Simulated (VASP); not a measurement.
Here is a VASP 6.6.1 calculation.

File INCAR:

```
SYSTEM = RbBr
  PREC = Accurate
  ENCUT = 520
  EDIFF = 1E-8
  ISMEAR = 0
  SIGMA = 0.01
  LREAL = .FALSE.
  LASPH = .TRUE.
  NELM = 60
  ALGO = Normal
  ISIF = 2
  LWAVE = .FALSE.
  LCHARG = .FALSE.
  GGA = PE
  LEPSILON = .TRUE.
```

KPOINTS

```
regular mesh
0
G
  6 6 6
  0 0 0
```

POSCAR

```
RbBr
1.0
    0.0000000000      3.4608318259      3.4608318259
    3.4608318259      0.0000000000      3.4608318259
    3.4608318259      3.4608318259      0.0000000000
Rb Br
1 1
Direct
    0.0000000000      0.0000000000      0.0000000000
    0.5000000000      0.5000000000      0.5000000000
```

Potentials or basis: VASP PAW PBE potentials, release 64 (Rb_sv, Br).

Run with:

```bash
$ cat potpaw_PBE.64/Rb_sv/POTCAR potpaw_PBE.64/Br/POTCAR > POTCAR
$ mpirun -np 1 vasp_std > vasp.out
```

Task: What does it give for the electronic dielectric tensor (diagonal)?

Result: 2.51.

Task: Estimate the Born charges (mean of the diagonal).

Result: Rb +1.16; Br -1.16 e.

Task: Predict the band gap on the k mesh.

Result: 4.29 eV.

Born effective charge tensors (e):
atom 1, Rb
```
1.16 0.00 0.00
0.00 1.16 0.00
0.00 0.00 1.16
```
atom 2, Br
```
-1.16  0.00  0.00
 0.00 -1.16  0.00
 0.00  0.00 -1.16
```
